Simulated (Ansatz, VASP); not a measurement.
# TaN in VASP and in Ansatz

```xyz
6
Lattice="5.1811 0.0001 0.0000 -2.5905 4.4869 0.0000 0.0000 0.0000 2.8941" Properties=species:S:1:pos:R:3 pbc="T T T"
Ta    0.0000    0.0000    0.0000
Ta    0.0000    2.9913    1.4471
Ta    2.5906    1.4957    1.4471
N     3.1433    0.0000    0.0000
N     1.0189    1.7648    0.0000
N    -1.5716    2.7221    0.0000
```

Change from the starting cell: all atoms moved at random, sigma 0.02 Å a component; relaxed back.

Alike in both runs: functional PBEsol; k mesh 6 × 6 × 12; occupations gaussian, width 0.15 eV; no spin polarisation.

Ansatz relaxed the structure, and its values are those at the end. VASP's run is a single point on that final structure, the one shown.

```csv
,VASP,Ansatz
version,VASP 6.6.1,Ansatz 0.2.0
potentials or method,"VASP PAW PBE potentials, release 64 (Ta_pv, N), cutoff 520 eV","scalar-relativistic, plane waves, PAW"
valence electrons in the cell,48,54
```

```tsv
	VASP	Ansatz	Ansatz less VASP
gap on the k mesh at the Fermi level (eV)	none	none	-
pressure (GPa)	0.8	-0.1	-0.87
rms of the force components (eV/Å)	0.004	0.000	-0.0031
```

VASP's potentials were made for PBE, not for PBEsol. A gap of «none» marks a metal or a gap that the smearing closes. VASP's potentials hold 48 valence electrons a cell and Ansatz's 54, so a difference there can come from the potentials and not from the codes.

Neither program's run includes spin-orbit coupling.
